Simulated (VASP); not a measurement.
# Al49N48 (a cell with a defect) in VASP: single point with PBEsol

Aim: the single point of Al49N48 (a cell with a defect) with PBEsol.

All numbers are computed with VASP 6.6.1; they aren't measurements. Logs are shortened: lines on timing, memory, paths and dates and some standing lists are left out, and cuts for length are marked.

## 1. The cell of the first run

The cell holds a defect, 97 atoms: a = 9.341 Å, b = 10.787 Å, c = 9.967 Å, α = 90.00°, β = 90.00°, γ = 90.00°.

## 2. Single point, PBEsol

The input, INCAR:

```
SYSTEM = Al49N48
PREC = Accurate ; ENCUT = 520
EDIFF = 1E-6 ; ISMEAR = -1
SIGMA = 0.05 ; LREAL = Auto
LASPH = .TRUE. ; NELM = 80
ALGO = Normal ; ISIF = 2
LWAVE = .FALSE. ; LCHARG = .FALSE.
GGA = PS ; NBANDS = 248
NELECT = 384.0 ; ISYM = 0
```

The input, KPOINTS:

```
Automatic mesh
0
Gamma
  1 1 1
  0.25 0.25 0.25
```

The input, POSCAR:

```
Al49N48
1.0
    9.3414480000      0.0000000000      0.0000000000
    0.0000000000     10.7865750000      0.0000000000
    0.0000000000      0.0000000000      9.9670570000
Al N
49 48
Direct
    0.1666450000      0.0807530000      0.2464560000
    0.1666500000      0.0838540000      0.7481920000
    0.0054190000      0.3294840000      0.2422210000
    0.9996200000      0.3327170000      0.7476880000
    0.4985450000      0.0836900000      0.2479400000
    0.4993420000      0.0810020000      0.7492810000
    0.3278700000      0.3294870000      0.2422070000
    0.3336520000      0.3327240000      0.7477040000
    0.1666420000      0.5822970000      0.2497690000
    0.1666430000      0.5841680000      0.7512870000
    0.9998510000      0.8336710000      0.2490910000
    0.0016820000      0.8349380000      0.7501030000
    0.8347480000      0.0836880000      0.2479430000
    0.8339320000      0.0809960000      0.7492860000
    0.6666460000      0.3323690000      0.2482470000
    0.6666360000      0.3214900000      0.7606610000
    0.4998310000      0.5832290000      0.2490510000
    0.4892360000      0.5890940000      0.7617220000
    0.3334420000      0.8336750000      0.2490920000
    0.3316080000      0.8349290000      0.7501050000
    0.8334780000      0.5832290000      0.2490360000
    0.8440490000      0.5890860000      0.7617120000
    0.6666440000      0.8403760000      0.2434330000
    0.6666440000      0.8331420000      0.7483530000
    0.0035900000      0.1618020000      0.4982070000
    0.0000250000      0.1653460000      0.9962670000
    0.3297360000      0.1618080000      0.4982020000
    0.3333100000      0.1653430000      0.9962730000
    0.1666640000      0.4163910000      0.4995580000
    0.1666620000      0.4172140000      0.9955720000
    0.0002880000      0.6666630000      0.5013950000
    0.0020350000      0.6680660000      0.0035770000
    0.6666630000      0.1660990000      0.5004270000
    0.6666660000      0.1636120000      0.0021190000
    0.4808450000      0.4055580000      0.4772020000
    0.4990270000      0.4157550000      0.0039780000
    0.3330650000      0.6666530000      0.5013830000
    0.3312980000      0.6680650000      0.0035940000
    0.1666690000      0.9133890000      0.4983550000
    0.1666670000      0.9167980000      0.9988860000
    0.8524730000      0.4055660000      0.4772330000
    0.8343020000      0.4157530000      0.0039790000
    0.6667010000      0.6880380000      0.4770470000
    0.6666680000      0.6678240000      0.0048970000
    0.4968870000      0.9213280000      0.4988550000
    0.4990020000      0.9164470000      0.9975650000
    0.8364440000      0.9213300000      0.4988540000
    0.8343370000      0.9164480000      0.9975670000
    0.6666270000      0.5008450000      0.5949010000
    0.0009260000      0.1649410000      0.1865340000
    0.9987010000      0.1676060000      0.6885260000
    0.3323790000      0.1649440000      0.1865400000
    0.3345900000      0.1676240000      0.6885160000
    0.1666530000      0.4173970000      0.1854960000
    0.1666330000      0.4172360000      0.6897040000
    0.9993640000      0.6657270000      0.1942480000
    0.0016790000      0.6674800000      0.6912780000
    0.6666510000      0.1669860000      0.1927940000
    0.6666450000      0.1639000000      0.6902780000
    0.4986420000      0.4156060000      0.1962280000
    0.5091020000      0.4211810000      0.6825530000
    0.3339470000      0.6657260000      0.1942770000
    0.3316060000      0.6674690000      0.6912700000
    0.1666530000      0.9146050000      0.1895140000
    0.1666540000      0.9174350000      0.6889240000
    0.8346610000      0.4155980000      0.1962230000
    0.8241970000      0.4211920000      0.6825370000
    0.6666510000      0.6685860000      0.1973130000
    0.6666760000      0.6576590000      0.6830180000
    0.4985210000      0.9177800000      0.1879400000
    0.5002810000      0.9143990000      0.6891710000
    0.8347780000      0.9177730000      0.1879450000
    0.8330150000      0.9144050000      0.6891670000
    0.1666530000      0.0782310000      0.4378770000
    0.1666560000      0.0831610000      0.9378160000
    0.0115960000      0.3260790000      0.4334540000
    0.9976990000      0.3343120000      0.9374570000
    0.4993830000      0.0868990000      0.4393390000
    0.5007260000      0.0829360000      0.9390320000
    0.3217130000      0.3260810000      0.4334480000
    0.3356040000      0.3343090000      0.9374760000
    0.1666520000      0.5818590000      0.4414360000
    0.1666590000      0.5841920000      0.9411000000
    0.9978610000      0.8313140000      0.4403500000
    0.0002510000      0.8325250000      0.9402070000
    0.8339180000      0.0869010000      0.4393410000
    0.8325830000      0.0829340000      0.9390340000
    0.6666520000      0.3409820000      0.4463750000
    0.6666520000      0.3328980000      0.9460520000
    0.5083520000      0.5788600000      0.4472820000
    0.5000000000      0.5831650000      0.9470090000
    0.3354430000      0.8313160000      0.4403380000
    0.3330570000      0.8325230000      0.9402120000
    0.8249970000      0.5788770000      0.4472510000
    0.8333040000      0.5831520000      0.9470080000
    0.6666530000      0.8478220000      0.4344060000
    0.6666590000      0.8307480000      0.9386930000
```

Potentials or basis: VASP PAW PBE potentials, release 64 (Al, N).

The run is started by

```sh
> cat potpaw_PBE.64/Al/POTCAR potpaw_PBE.64/N/POTCAR > POTCAR
> mpirun -np 1 vasp_std > vasp.out
```

OUTCAR:

```text
SYSTEM = Al49N48
   PREC = Accurate
   ENCUT = 520
   EDIFF = 1E-6
   ISMEAR = -1
   LREAL = Auto
   LASPH = .TRUE.
   NELM = 80
   ISIF = 2
   GGA = PS
   NELECT = 384.0
   ISYM = 0

 ion  position               nearest neighbor table
   1  0.167  0.081  0.246-  64 1.88  50 1.89  52 1.89  74 1.91  40 3.04  25 3.06  27 3.06   3 3.08
                             7 3.08  26 3.08  28 3.08  19 3.09  11 3.09  39 3.09  13 3.10   5 3.10
   2  0.167  0.084  0.748-  65 1.89  75 1.89  51 1.91  53 1.91  25 3.04  27 3.04  26 3.05  28 3.05
                            40 3.08  39 3.10  12 3.10  20 3.10   8 3.10   4 3.10   6 3.11  14 3.11
   3  0.005  0.329  0.242-  50 1.86  54 1.87  66 1.90  76 1.91  41 2.86  42 3.01   7 3.01  26 3.02
                            30 3.03   1 3.08  13 3.09   9 3.12  29 3.12  25 3.13  15 3.17  21 3.17
   4  1.000  0.333  0.748-  51 1.88  77 1.89  55 1.90  67 2.00  29 3.06  30 3.06  26 3.07  25 3.10
                             2 3.10  16 3.12  42 3.12   8 3.12  14 3.13  41 3.13  22 3.13  10 3.13
   5  0.499  0.084  0.248-  52 1.88  70 1.89  58 1.89  78 1.91  34 3.04  45 3.05  23 3.06  27 3.07
                            28 3.07  46 3.08   7 3.09  33 3.10   1 3.10  19 3.11  15 3.11  13 3.14
   6  0.499  0.081  0.749-  79 1.89  59 1.89  71 1.89  53 1.90  16 3.03  45 3.03  46 3.05  28 3.05
                            33 3.07  20 3.08  27 3.09  34 3.10  24 3.10   2 3.11   8 3.13  14 3.13
   7  0.328  0.329  0.242-  52 1.86  54 1.87  60 1.90  80 1.91  35 2.86  36 3.01   3 3.01  28 3.02
                            30 3.03   1 3.08   5 3.09   9 3.12  29 3.12  27 3.13  15 3.17  17 3.17
   8  0.334  0.333  0.748-  53 1.88  81 1.89  55 1.90  61 2.00  29 3.06  30 3.06  28 3.07  27 3.10
                             2 3.10  16 3.12  36 3.12   4 3.12   6 3.13  35 3.13  18 3.13  10 3.13
   9  0.167  0.582  0.250-  56 1.89  62 1.89  54 1.89  82 1.91  32 3.04  38 3.04  29 3.07  31 3.09
[... 65 lines left out ...]
  42  0.834  0.416  0.004-  77 1.88  95 1.89  89 1.89  66 1.92   3 3.01  15 3.03  21 3.04  22 3.06
                            16 3.06  30 3.11  26 3.11   4 3.12  36 3.13  44 3.14  34 3.14  32 3.14
  43  0.667  0.688  0.477-  96 1.78  94 1.91  90 1.91  69 2.08  49 2.34  23 2.85  21 2.98  17 2.98
                            47 2.98  45 2.98  24 3.12  31 3.13  37 3.13
  44  0.667  0.668  0.005-  97 1.88  95 1.89  91 1.89  68 1.92  23 3.02  21 3.03  17 3.03  22 3.06
                            18 3.06  46 3.11  48 3.11  24 3.12  32 3.13  38 3.13  42 3.14  36 3.14
  45  0.497  0.921  0.499-  78 1.88  96 1.89  92 1.89  71 1.90  43 2.98  27 3.03   6 3.03   5 3.05
                            19 3.07  33 3.08  39 3.09  20 3.09  24 3.10  23 3.12  37 3.14  47 3.17
  46  0.499  0.916  0.998-  93 1.88  79 1.89  70 1.90  97 1.91  23 3.02   6 3.05  20 3.05  24 3.07
                            19 3.08   5 3.08  34 3.09  28 3.10  38 3.10  40 3.10  44 3.11  48 3.13
  47  0.836  0.921  0.499-  86 1.88  84 1.89  96 1.89  73 1.90  43 2.98  25 3.03  14 3.03  13 3.05
                            11 3.07  33 3.08  12 3.09  39 3.09  24 3.10  23 3.12  31 3.14  45 3.17
  48  0.834  0.916  0.998-  85 1.88  87 1.89  72 1.90  97 1.91  23 3.02  14 3.05  12 3.05  24 3.07
                            11 3.08  13 3.08  34 3.09  26 3.10  32 3.10  40 3.10  44 3.11  46 3.13
  49  0.667  0.501  0.595-  69 1.91  61 1.91  67 1.92  90 2.25  94 2.25  88 2.27  35 2.33  41 2.33
                            43 2.34  18 2.53  22 2.53  16 2.54
  50  0.001  0.165  0.187-   3 1.86  13 1.88   1 1.89  26 1.90
  51  0.999  0.168  0.689-   4 1.88  25 1.90  14 1.90   2 1.91
  52  0.332  0.165  0.187-   7 1.86   5 1.88   1 1.89  28 1.90
  53  0.335  0.168  0.689-   8 1.88  27 1.90   6 1.90   2 1.91
  54  0.167  0.417  0.185-   7 1.87   3 1.87   9 1.89  30 1.89
[... 335 lines left out ...]
   GGA     = PS    functional components
   LHFCALC =     F    Hartree Fock is set to
   AEXX    =    0.0000 exact exchange contribution
   IVDW    =     0    specifies the selected vdW correction
   LEPSILON=     F    determine dielectric tensor
   LRPA    =     F    only Hartree local field effects (RPA)
 non-spin polarized calculation
  energy-cutoff  :      520.00
  volume of cell :     1004.30
 maximum number of plane-waves:     27045
 NGX is ok and might be reduce to    70
   NGX = 35   NGY = 41   NGZ = 37

 number of electron     383.9999997 magnetization

 Free energy of the ion-electron system (eV)
  ---------------------------------------------------
  ext. energy  EPLUGINS =         0.00000000
  ---------------------------------------------------
  free energy    TOTEN  =      -776.25357661 eV

  energy without entropy =     -776.25357661  energy(sigma->0) =     -776.25357661

 E-fermi :   7.3246     XC(G=0): -11.1174

 val. band max:        6.0965755543   @ k =  -0.2500  -0.2500   0.2500
 cond. band min:      10.8398323063   @ k =   0.2500  -0.2500  -0.2500
 fundamental gap:      4.7432567520
 Fermi energy:         7.3245519273

 k-point     1 :       0.2500    0.2500    0.2500
  band No.  band energies     occupation
      1      -9.3918      2.00000
      2      -8.6131      2.00000
      3      -8.4516      2.00000
      4      -8.4248      2.00000
      5      -8.0772      2.00000
      6      -8.0072      2.00000
[... 817 lines left out ...]
    203      11.7875      0.00000
    204      11.8590      0.00000
 [bands above 204 left out]

------------------------ aborting loop because EDIFF is reached ----------------------------------------

  FORCE on cell =-STRESS in cart. coord.  units (eV):
  Direction    XX          YY          ZZ          XY          YZ          ZX
  --------------------------------------------------------------------------------------
  -------------------------------------------------------------------------------------
  Total      -19.3714128    -19.9155204    -25.8639651     -0.0383220      0.2135472     -0.0148177
  in kB      -30.9034644    -31.7714863    -41.2611168     -0.0611356      0.3406747     -0.0236388
  external PRESSURE =     -34.6453558 kB  Pullay stress =       0.0000000 kB

 VOLUME and BASIS-vectors are now :
 -----------------------------------------------------------------------------
  energy-cutoff  :      520.00
  volume of cell :     1004.30
      direct lattice vectors                 reciprocal lattice vectors
     9.341448000  0.000000000  0.000000000     0.107049785  0.000000000  0.000000000
     0.000000000 10.786575000  0.000000000     0.000000000  0.092707834  0.000000000
     0.000000000  0.000000000  9.967057000     0.000000000  0.000000000  0.100330519

 POSITION                                       TOTAL-FORCE (eV/Angst)
 -----------------------------------------------------------------------------------
      1.55671      0.87105      2.45644         0.002207      0.003883      0.000272
      1.55675      0.90450      7.45727         0.003819      0.005720     -0.008580
      0.05062      3.55400      2.41423        -0.000215      0.000937      0.006498
      9.33790      3.58888      7.45225        -0.003176      0.009779     -0.002287
      4.65713      0.90273      2.47123         0.002670     -0.001315      0.002759
      4.66458      0.87373      7.46813         0.007360     -0.001839      0.003524
[... 89 lines left out ...]
      6.22750      9.14510      4.32975         0.000976      0.012125      0.001145
      6.22756      8.96093      9.35601         0.000537      0.005860      0.006877
 -----------------------------------------------------------------------------------
    total drift:                                0.022039      0.008075      0.010074

  FREE ENERGIE OF THE ION-ELECTRON SYSTEM (eV)
  ---------------------------------------------------
  free  energy   TOTEN  =      -776.2535766110 eV

  energy  without entropy=     -776.2535766109  energy(sigma->0) =     -776.25357661
```

Wall time 29 min (1 thread of Intel Xeon Platinum 8488C (Sapphire Rapids), shared host); peak memory 1.2 GiB.

What came out:

| Quantity | Value |
| --- | --- |
| Free energy | -776.2536 eV |
| Largest force | 0.025 eV/Å |

Forces in eV/Å, atoms in the order of the input:
```
Al   0.002  0.004  0.000
Al   0.004  0.006 -0.009
Al   0.000  0.001  0.006
Al  -0.003  0.010 -0.002
Al   0.003 -0.001  0.003
Al   0.007 -0.002  0.004
Al  -0.001  0.002  0.005
Al   0.001  0.013 -0.007
Al   0.006  0.005 -0.002
Al   0.004  0.004  0.004
Al   0.002  0.002  0.000
Al  -0.004 -0.006  0.001
Al  -0.002  0.000  0.000
Al  -0.006  0.000 -0.003
Al   0.006 -0.004 -0.008
Al   0.004  0.014 -0.009
Al  -0.006  0.005 -0.004
Al   0.006 -0.009 -0.006
Al  -0.005  0.003 -0.003
Al  -0.003 -0.004  0.001
Al   0.003  0.004 -0.005
Al  -0.007 -0.004 -0.005
Al   0.004 -0.004  0.003
Al   0.006 -0.008 -0.003
Al   0.001  0.009 -0.006
Al  -0.002  0.002 -0.007
Al  -0.007  0.008 -0.006
Al  -0.004  0.002 -0.009
Al   0.002 -0.010 -0.008
Al   0.000 -0.006 -0.008
Al  -0.008 -0.011  0.000
Al  -0.003  0.000 -0.002
Al   0.002  0.004 -0.001
Al  -0.002 -0.006 -0.004
Al  -0.006 -0.010  0.008
Al  -0.001  0.001  0.000
Al  -0.002 -0.009  0.001
Al  -0.006  0.000  0.000
Al  -0.002 -0.003 -0.002
Al   0.002  0.000  0.001
Al   0.015 -0.008  0.006
Al  -0.004 -0.003  0.003
Al  -0.003  0.009  0.006
Al   0.000 -0.006  0.001
Al   0.007  0.000 -0.004
Al   0.000 -0.008 -0.002
Al  -0.006  0.004 -0.005
Al  -0.005 -0.005 -0.006
Al   0.003  0.001 -0.006
N   -0.002 -0.002  0.000
N   -0.003 -0.007 -0.002
N    0.001 -0.002 -0.001
N    0.002 -0.009  0.000
N   -0.002  0.005  0.001
N    0.001  0.007 -0.003
N   -0.002 -0.001  0.003
N    0.008  0.005 -0.005
N    0.000  0.003  0.001
N    0.000 -0.010 -0.005
N    0.000  0.001  0.008
N   -0.017 -0.008  0.016
N    0.000 -0.002  0.001
N   -0.006  0.007 -0.005
N   -0.001 -0.003  0.000
N   -0.001  0.006  0.000
N   -0.002  0.002  0.008
N    0.014 -0.010  0.017
N    0.000  0.000  0.008
N   -0.004  0.016  0.012
N   -0.003  0.000 -0.001
N   -0.007  0.002 -0.003
N    0.002  0.001 -0.001
N    0.006  0.001 -0.002
N    0.001 -0.003  0.002
N    0.001  0.001  0.003
N    0.006 -0.006  0.004
N    0.003 -0.003  0.010
N    0.001  0.002 -0.001
N    0.004  0.002  0.003
N   -0.006 -0.007  0.003
N   -0.001 -0.002  0.008
N    0.003  0.001 -0.002
N    0.001  0.002  0.003
N    0.000  0.003 -0.003
N    0.002 -0.001  0.002
N    0.001  0.002 -0.002
N   -0.002  0.002  0.003
N    0.001 -0.015 -0.011
N    0.001  0.004  0.009
N   -0.012  0.010 -0.011
N    0.007 -0.003  0.010
N    0.004  0.002  0.000
N    0.000 -0.001  0.001
N    0.012  0.007 -0.009
N   -0.004 -0.002  0.009
N    0.001  0.012  0.001
N    0.001  0.006  0.007
```

Caveat: the k points lie up to 0.67 Å⁻¹ apart; the cell carries a net charge on a neutralising background, which shifts energy and pressure; the cell is charged against a uniform background, so pressure and absolute levels hang on convention; the PAW data sets were made with another functional, which shifts forces and pressure a little.
